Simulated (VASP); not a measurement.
SiGe2: relaxation of cell and atoms with PBE

Crystal: SiGe2.

```xyz
6
Lattice="3.9959 0.0000 0.0000 -1.9980 3.4606 0.0000 0.0000 0.0000 9.7733" Properties=species:S:1:pos:R:3 pbc="T T T"
Si    0.0000    2.3070    7.7352
Si    1.9980    1.1535    2.0381
Ge    1.9980    1.1535    4.4557
Ge    0.0000    0.0000    1.2480
Ge    0.0000    2.3070    5.3176
Ge    0.0000    0.0000    8.5253
```

```json
{
 "Program": "VASP 6.6.1",
 "Task": "relaxation of cell and atoms",
 "Functional": "PBE",
 "Potentials or basis": "VASP PAW PBE potentials, release 64 (Si, Ge_d)",
 "Cutoff": "600 eV",
 "k mesh": "12 × 12 × 4",
 "Occupations": "gaussian, width 0.02 eV",
 "Spin": "no spin polarisation",
 "Dipole correction": "no",
 "Further INCAR settings": "ALGO = Normal; EDIFF = 1e-07; IBRION = 2; EDIFFG = -0.01; NSW = 100; ISIF = 3"
}
```

The relaxed volume is 22.54 Å³/atom, the relaxed cell is a = 3.995 Å, b = 3.995 Å, c = 9.782 Å, α = 90.00°, β = 90.00°, γ = 120.00° and the space group after relaxing (to 0.1 Å) is P-3m1 (No. 164). The energy gained by relaxing is 0.0 meV/atom, the ionic steps are 3 and the pressure after relaxing is 0.0 GPa. The largest force after relaxing is 0.009 eV/Å and the band gap on the k mesh is 0.48 eV (least direct gap 0.54 eV).

Forces in eV/Å, atoms in the order of the input:
```
Si   0.000  0.000 -0.004
Si   0.000  0.000  0.004
Ge   0.000  0.000 -0.009
Ge   0.000  0.000 -0.007
Ge   0.000  0.000  0.009
Ge   0.000  0.000  0.007
```

Final structure:
```
Si Ge
1.0
     3.99515    0.00000    0.00000
    -1.99757    3.45990    0.00000
     0.00000    0.00000    9.78199
Si Ge
2 4
Direct
  0.33333 0.66667 0.79151
  0.66667 0.33333 0.20849
  0.66667 0.33333 0.45594
  0.00000 0.00000 0.12772
  0.33333 0.66667 0.54406
  0.00000 0.00000 0.87228
```

Levels at points of the mesh, in eV from the valence-band top:
```tsv
k point	band 30	band 31	band 32	band 33	band 34	band 35
(0.00, 0.00, 0.00)	-0.05	0.00	0.00	0.54	0.68	0.95
(0.50, 0.00, 0.00)	-2.86	-1.98	-1.75	0.75	0.75	1.68
(0.00, 0.00, 0.50)	-0.65	-0.36	-0.36	0.51	1.28	1.29
(0.50, 0.00, 0.50)	-2.58	-1.33	-1.31	0.48	0.93	1.20
```

Run time: 17 min on 1 thread of Oxide Virtual Turin-like Processor, with other jobs on the host, peak memory 0.48 GiB.

A k mesh can miss the band edges.
